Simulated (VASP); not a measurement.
# BN (rocksalt type): single point with PBE

Crystal: BN (rocksalt type).

```xyz
2
Lattice="0.0000 1.4950 1.4950 1.4950 0.0000 1.4950 1.4950 1.4950 0.0000" Properties=species:S:1:pos:R:3 pbc="T T T"
B     0.0000    0.0000    0.0000
N     1.4950    1.4950    1.4950
```

- Program: VASP 6.6.1
- Task: single point
- Functional: PBE
- Potentials or basis: VASP PAW PBE potentials, release 64 (B, N)
- Cutoff: 520 eV
- k mesh: 18 × 18 × 18
- Occupations: fermi-dirac, width 0.08 eV
- Spin: no spin polarisation
- Dipole correction: no
- Further INCAR settings: ALGO = Normal; EDIFF = 1e-06; NBANDS = 11

```json
{
  "Pressure": "442.2 GPa",
  "Band gap on the k mesh": "5.33 eV, indirect (least direct gap 7.54 eV)"
}
```

Levels at points of the mesh, in eV from the valence-band top:
| k point | band 1 | band 2 | band 3 | band 4 | band 5 | band 6 | band 7 | band 8 |
| --- | --- | --- | --- | --- | --- | --- | --- | --- |
| (0.00, 0.00, 0.00) | -30.17 | -1.27 | -1.27 | -1.27 | 17.47 | 17.47 | 17.47 | 21.30 |
| (0.50, 0.00, 0.00) | -22.63 | -18.13 | -1.29 | -1.29 | 6.26 | 6.26 | 12.63 | 23.55 |
| (0.50, 0.50, 0.00) | -18.56 | -16.86 | -8.92 | -8.92 | 5.56 | 7.70 | 22.18 | 22.18 |

Wall time 11 s on 1 thread of Intel(R) Xeon(R) Platinum 8488C (Sapphire Rapids), with other jobs on the host, peak memory 0.12 GiB.

A k mesh can miss the band edges. Expect the measured gap to be larger: semilocal functionals such as PBE lack the derivative discontinuity.
